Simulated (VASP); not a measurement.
# HfO2 (R3m) in VASP: single point with LDA

Aim: the single point of HfO2 with LDA.

All numbers are computed with VASP 6.6.1; they aren't measurements. Logs are shortened: lines on timing, memory, paths and dates and some standing lists are left out, and cuts for length are marked.

**1. The cell of the first run**

It takes space group R3m (No. 160, trigonal). Conventional cell: a = 3.617 Å, b = 3.617 Å, c = 8.859 Å, α = 90.00°, β = 90.00°, γ = 120.00°. Within 2.8 Å of Hf (site symmetry 3m) lie 8 O at 2.08 to 2.28 Å. Within 2.8 Å of O (site symmetry 3m) lie 4 Hf at 2.08 to 2.26 Å and 6 O at 2.52 to 2.60 Å. Within 2.9 Å of O (site symmetry 3m) lie 4 Hf at 2.19 to 2.28 Å and 6 O at 2.52 to 2.60 Å.

**2. Single point, LDA (shortest bond scaled by 0.94)**

Contents of INCAR:

```
SYSTEM = HfO2
  PREC = Accurate
  ENCUT = 520
  EDIFF = 1E-6
  ISMEAR = -1
  SIGMA = 0.03
  LREAL = .FALSE.
  LASPH = .TRUE.
  NELM = 80
  ALGO = Normal
  ISIF = 2
  LWAVE = .FALSE.
  LCHARG = .FALSE.
  NBANDS = 18
```

Contents of KPOINTS:

```
Automatic mesh
0
G
  8 8 8
  0 0 0
```

Contents of POSCAR:

```
HfO2
1.0
    0.0000000000      2.5575000000      2.5575000000
    2.5575000000      0.0000000000      2.5575000000
    2.5575000000      2.5575000000      0.0000000000
Hf O
1 2
Direct
   -0.0225000000      0.0075000000      0.0075000000
    0.2725000000      0.2425000000      0.2425000000
    0.7500000000      0.7500000000      0.7500000000
```

Potentials or basis: VASP PAW LDA potentials, release 64 (Hf_pv, O).

Command:

```console
> cat potpaw_LDA.64/Hf_pv/POTCAR potpaw_LDA.64/O/POTCAR > POTCAR
> mpirun -np 1 vasp_std > vasp.out
```

OUTCAR:

```text
SYSTEM = HfO2
   PREC = Accurate
   ENCUT = 520
   EDIFF = 1E-6
   ISMEAR = -1
   LREAL = .FALSE.
   LASPH = .TRUE.
   NELM = 80
   ISIF = 2

 ion  position               nearest neighbor table
   1  0.977  0.008  0.008-   2 2.08   3 2.19   3 2.19   3 2.19   2 2.26   2 2.26   2 2.26   3 2.28

   2  0.273  0.242  0.242-   1 2.08   1 2.26   1 2.26   1 2.26
   3  0.750  0.750  0.750-   1 2.19   1 2.19   1 2.19   1 2.28

  LATTYP: Found a face centered cubic cell.
 ALAT       =     5.1150000000

  Lattice vectors:

 A1 = (   0.0000000000,   2.5575000000,   2.5575000000)
 A2 = (   2.5575000000,   0.0000000000,   2.5575000000)
 A3 = (   2.5575000000,   2.5575000000,   0.0000000000)

Analysis of symmetry for initial positions (statically):
=====================================================================
 Subroutine PRICEL returns:
 Original cell was already a primitive cell.

 Routine SETGRP: Setting up the symmetry group for a
 face centered cubic supercell.

 Subroutine GETGRP returns: Found  6 space group operations
 (whereof  6 operations were pure point group operations)
 out of a pool of 48 trial point group operations.

The static configuration has the point symmetry C_3v.

Analysis of symmetry for dynamics (positions and initial velocities):
=====================================================================
 Subroutine PRICEL returns:
 Original cell was already a primitive cell.

 Routine SETGRP: Setting up the symmetry group for a
 face centered cubic supercell.

 Subroutine GETGRP returns: Found  6 space group operations
 (whereof  6 operations were pure point group operations)
 out of a pool of 48 trial point group operations.

The dynamic configuration has the point symmetry C_3v.

 Subroutine INISYM returns: Found  6 space group operations
 (whereof  6 operations are pure point group operations),
 and found     1 'primitive' translations

----------------------------------------------------------------------------------------

                                     Primitive cell

  volume of cell :      33.4562

  direct lattice vectors                    reciprocal lattice vectors
     0.000000000  2.557500000  2.557500000    -0.195503421  0.195503421  0.195503421
     2.557500000  0.000000000  2.557500000     0.195503421 -0.195503421  0.195503421
     2.557500000  2.557500000  0.000000000     0.195503421  0.195503421 -0.195503421

  length of vectors
     3.616851186  3.616851186  3.616851186     0.338621859  0.338621859  0.338621859

  position of ions in fractional coordinates (direct lattice)
     0.977500000  0.007500000  0.007500000
     0.272500000  0.242500000  0.242500000
     0.750000000  0.750000000  0.750000000

  ion indices of the primitive-cell ions
   primitive index   ion index
                 1           1
                 2           2
                 3           3

----------------------------------------------------------------------------------------

 KPOINTS: Automatic mesh

Automatic generation of k-mesh.
 Grid dimensions read from file:
 generate k-points for:    8    8    8

 Generating k-lattice:

  Cartesian coordinates                     Fractional coordinates (reciprocal lattice)
    -0.024437928  0.024437928  0.024437928     0.125000000  0.000000000  0.000000000
     0.024437928 -0.024437928  0.024437928     0.000000000  0.125000000  0.000000000
     0.024437928  0.024437928 -0.024437928     0.000000000  0.000000000  0.125000000

  Length of vectors
     0.042327732  0.042327732  0.042327732

  Shift w.r.t. Gamma in fractional coordinates (k-lattice)
     0.000000000  0.000000000  0.000000000

 Subroutine IBZKPT returns following result:
 ===========================================

 Found     65 irreducible k-points:

 Following reciprocal coordinates:
            Coordinates               Weight
  0.000000  0.000000  0.000000      1.000000
  0.125000  0.000000  0.000000      2.000000
  0.000000  0.125000  0.000000      6.000000
  0.250000  0.000000  0.000000      2.000000
  0.000000  0.250000  0.000000      6.000000
  0.375000  0.000000  0.000000      2.000000
[... 16 lines left out ...]
 -0.250000  0.125000  0.000000      6.000000
  0.000000 -0.250000  0.125000     12.000000
 [... further k-points ...]
   k-points           NKPTS =     65   k-points in BZ     NKDIM =     65   number of bands    NBANDS=     18
   number of dos      NEDOS =    301   number of ions     NIONS =      3
   total plane-waves  NPLWV =  21952
   dimension x,y,z NGX =    28 NGY =   28 NGZ =   28
   dimension x,y,z NGXF=    56 NGYF=   56 NGZF=   56
   ions per type =               1   2
   NGX,Y,Z   is equivalent  to a cutoff of  12.87, 12.87, 12.87 a.u.
   NGXF,Y,Z  is equivalent  to a cutoff of  25.74, 25.74, 25.74 a.u.
 SYSTEM =  HfO2
   PREC   = accura    normal or accurate (medium, high low for compatibility)
   ISTART =      0    job   : 0-new  1-cont  2-samecut
   ICHARG =      2    charge: 1-file 2-atom 10-const
   ISPIN  =      1    spin polarized calculation?
   LNONCOLLINEAR =      F non collinear calculations
   LSORBIT =      F    spin-orbit coupling
   LASPH  =      T    aspherical Exc in radial PAW
   ENCUT  =  520.0 eV  38.22 Ry    6.18 a.u.   6.72  6.72  6.72*2*pi/ulx,y,z
   NELM   =     80;   NELMIN=  2; NELMDL= -5     # of ELM steps
   EDIFF  = 0.1E-05   stopping-criterion for ELM
   LREAL  =      F    real-space projection
   EDIFFG = 0.1E-04   stopping-criterion for IOM
   NSW    =      0    number of steps for IOM
   IBRION =     -1    ionic relax: 0-MD 1-quasi-New 2-CG
   NFREE  =      0    steps in history (QN), initial steepest desc. (CG)
   ISIF   =      2    stress and relaxation
   ISYM   =      2    0-nonsym 1-usesym 2-fastsym
   POTIM  = 0.5000    time-step for ionic-motion
   TEBEG  =    0.0;   TEEND  =   0.0 temperature during run
   PSTRESS=    0.0 pullay stress
   NELECT =      22.0000    total number of electrons
   NUPDOWN=      -1.0000    fix difference up-down
   EMIN   =  10.00;   EMAX   =-10.00  energy-range for DOS
   EFERMI =   0.00;   METHOD = LEGACY
   ISMEAR =    -1;   SIGMA  =   0.03  broadening in eV -4-tet -1-fermi 0-gaus
   EFERMI_NEDOS =   21; number of points for ismear=-14 and -15
   IALGO  =     38    algorithm
   IMIX   =      4    mixing-type and parameters
     AMIX     =   0.40;   BMIX     =  1.00
     AMIX_MAG =   1.60;   BMIX_MAG =  1.00
  volume/ion in A,a.u.               =      11.15        75.26
  Fermi-wavevector in a.u.,A,eV,Ry     =   1.423607  2.690227 27.574337  2.026657
  Thomas-Fermi vector in A             =   2.544186
   LORBIT       =      0    0 simple, 1 ext, 2 COOP (PROOUT), +10 PAW based schemes
   GGA     = CA    functional components
   LHFCALC =     F    Hartree Fock is set to
   AEXX    =    0.0000 exact exchange contribution
   IVDW    =     0    specifies the selected vdW correction
   LEPSILON=     F    determine dielectric tensor
   LRPA    =     F    only Hartree local field effects (RPA)
 non-spin polarized calculation
  energy-cutoff  :      520.00
  volume of cell :       33.46
 maximum number of plane-waves:       934
   NGX = 13   NGY = 13   NGZ = 13

 number of electron      21.9999997 magnetization

 Free energy of the ion-electron system (eV)
  ---------------------------------------------------
  ext. energy  EPLUGINS =         0.00000000
  ---------------------------------------------------
  free energy    TOTEN  =       -32.86819466 eV

  energy without entropy =      -32.86819466  energy(sigma->0) =      -32.86819466

 E-fermi :   4.5027     XC(G=0): -12.1706

 val. band max:        3.8258351132   @ k =   0.5000   0.5000   0.0000
 cond. band min:       7.3861321774   @ k =   0.5000   0.5000   0.0000
 fundamental gap:      3.5602970642
 Fermi energy:         4.5027012780

 k-point     1 :       0.0000    0.0000    0.0000
  band No.  band energies     occupation
      1     -25.7728      2.00000
      2     -25.7697      2.00000
      3     -25.7697      2.00000
      4     -14.4928      2.00000
      5     -11.4974      2.00000
      6      -1.4617      2.00000
[... 10 lines left out ...]
     17      14.0236      0.00000
     18      16.3159      0.00000

 k-point     2 :       0.1250    0.0000    0.0000
  band No.  band energies     occupation
      1     -25.8376      2.00000
      2     -25.7767      2.00000
      3     -25.7767      2.00000
      4     -14.2768      2.00000
      5     -11.6702      2.00000
      6      -1.2301      2.00000
[... 10 lines left out ...]
     17      13.4331      0.00000
     18      16.2979      0.00000

 k-point     3 :       0.0000    0.1250    0.0000
  band No.  band energies     occupation
      1     -25.8318      2.00000
      2     -25.7788      2.00000
      3     -25.7763      2.00000
      4     -14.2954      2.00000
      5     -11.6567      2.00000
      6      -1.3829      2.00000
[... 10 lines left out ...]
     17      13.8789      0.00000
     18      16.2993      0.00000

 k-point     4 :       0.2500    0.0000    0.0000
  band No.  band energies     occupation
      1     -25.9883      2.00000
      2     -25.7936      2.00000
      3     -25.7936      2.00000
      4     -13.7547      2.00000
      5     -12.0255      2.00000
      6      -0.8336      2.00000
[... 10 lines left out ...]
     17      13.0394      0.00000
     18      15.9424      0.00000

 k-point     5 :       0.0000    0.2500    0.0000
  band No.  band energies     occupation
      1     -25.9734      2.00000
      2     -25.7963      2.00000
      3     -25.7923      2.00000
      4     -13.8254      2.00000
      5     -11.9803      2.00000
      6      -1.0205      2.00000
[... 10 lines left out ...]
     17      13.4837      0.00000
     18      16.0047      0.00000

 k-point     6 :       0.3750    0.0000    0.0000
  band No.  band energies     occupation
      1     -26.1316      2.00000
      2     -25.8104      2.00000
      3     -25.8104      2.00000
      4     -13.2827      2.00000
      5     -12.2493      2.00000
      6      -0.4317      2.00000
[... 10 lines left out ...]
     17      13.2562      0.00000
     18      15.4314      0.00000

 k-point     7 :       0.0000    0.3750    0.0000
  band No.  band energies     occupation
      1     -26.1085      2.00000
      2     -25.8137      2.00000
      3     -25.8081      2.00000
      4     -13.4107      2.00000
      5     -12.1783      2.00000
      6      -0.6421      2.00000
[... 10 lines left out ...]
     17      13.1898      0.00000
     18      15.4923      0.00000

 k-point     8 :       0.5000    0.0000    0.0000
  band No.  band energies     occupation
      1     -26.1890      2.00000
      2     -25.8173      2.00000
      3     -25.8173      2.00000
      4     -13.1521      2.00000
      5     -12.2519      2.00000
      6      -0.2746      2.00000
[... 10 lines left out ...]
     17      12.7170      0.00000
     18      15.7869      0.00000
[... 229 lines left out ...]
     17      13.6172      0.00000
     18      15.8665      0.00000

 k-point    20 :      -0.3750    0.1250    0.0000
  band No.  band energies     occupation
      1     -26.1446      2.00000
      2     -25.8614      2.00000
      3     -25.8170      2.00000
      4     -13.0822      2.00000
      5     -12.3240      2.00000
      6      -0.7063      2.00000
[... 10 lines left out ...]
     17      13.6212      0.00000
     18      15.7940      0.00000

 k-point    21 :       0.0000   -0.3750    0.1250
  band No.  band energies     occupation
      1     -26.1197      2.00000
      2     -25.8636      2.00000
      3     -25.8181      2.00000
      4     -13.2081      2.00000
      5     -12.2633      2.00000
      6      -0.8702      2.00000
[... 10 lines left out ...]
     17      13.6238      0.00000
     18      15.7938      0.00000

 k-point    22 :       0.1250    0.0000   -0.3750
  band No.  band energies     occupation
      1     -26.1223      2.00000
      2     -25.8677      2.00000
      3     -25.8152      2.00000
      4     -13.1927      2.00000
      5     -12.2658      2.00000
      6      -0.7942      2.00000
[... 10 lines left out ...]
     17      13.7557      0.00000
     18      15.8048      0.00000

 k-point    23 :      -0.2500    0.1250    0.0000
  band No.  band energies     occupation
      1     -26.0406      2.00000
      2     -25.8435      2.00000
      3     -25.7979      2.00000
      4     -13.4404      2.00000
      5     -12.2025      2.00000
      6      -0.9110      2.00000
[... 10 lines left out ...]
     17      13.5415      0.00000
     18      15.9383      0.00000

 k-point    24 :       0.0000   -0.2500    0.1250
  band No.  band energies     occupation
      1     -26.0207      2.00000
      2     -25.8461      2.00000
      3     -25.7993      2.00000
      4     -13.5282      2.00000
      5     -12.1529      2.00000
      6      -1.0258      2.00000
[... 10 lines left out ...]
     17      13.3396      0.00000
     18      16.0341      0.00000

 [... further k-points ...]

------------------------ aborting loop because EDIFF is reached ----------------------------------------

  FORCE on cell =-STRESS in cart. coord.  units (eV):
  Direction    XX          YY          ZZ          XY          YZ          ZX
  --------------------------------------------------------------------------------------
  -------------------------------------------------------------------------------------
  Total       -3.7416085     -3.7416085     -3.7416085     -0.3083441      0.3083441     -0.3083441
  in kB     -179.1810207   -179.1810207   -179.1810207    -14.7662189     14.7662189    -14.7662189
  external PRESSURE =    -179.1810207 kB  Pullay stress =       0.0000000 kB

 VOLUME and BASIS-vectors are now :
 -----------------------------------------------------------------------------
  energy-cutoff  :      520.00
  volume of cell :       33.46
      direct lattice vectors                 reciprocal lattice vectors
     0.000000000  2.557500000  2.557500000    -0.195503421  0.195503421  0.195503421
     2.557500000  0.000000000  2.557500000     0.195503421 -0.195503421  0.195503421
     2.557500000  2.557500000  0.000000000     0.195503421  0.195503421 -0.195503421

 POSITION                                       TOTAL-FORCE (eV/Angst)
 -----------------------------------------------------------------------------------
      0.03836      2.51914      2.51914        -0.284565      0.284565      0.284565
      1.24039      1.31711      1.31711         0.550842     -0.550842     -0.550842
      3.83625      3.83625      3.83625        -0.266277      0.266277      0.266277
 -----------------------------------------------------------------------------------
    total drift:                               -0.000137      0.000137      0.000137

  FREE ENERGIE OF THE ION-ELECTRON SYSTEM (eV)
  ---------------------------------------------------
  free  energy   TOTEN  =       -32.8681946560 eV

  energy  without entropy=      -32.8681946560  energy(sigma->0) =      -32.86819466
```

Wall time 21 s (1 thread of Intel Xeon 6975P-C (Granite Rapids), shared host); peak memory 0.16 GiB.

Results:

| Property | Result |
| --- | --- |
| Free energy | -32.8682 eV |
| Pressure | -17.9 GPa |
| Largest force | 0.954 eV/Å |
| Band gap on the k mesh | 3.56 eV, direct |

Forces on the atoms (eV/Å):
```
Hf  -0.285  0.285  0.285
O    0.551 -0.551 -0.551
O   -0.266  0.266  0.266
```

Stress tensor (GPa, compression positive):
```
-17.92  -1.48  -1.48
 -1.48 -17.92   1.48
 -1.48   1.48 -17.92
```

Caveat: the cell differs from its parent crystal (shortest bond scaled by 0.94); spin-orbit coupling is left out, which moves the levels of the heavy elements. A k mesh can miss the band edges.
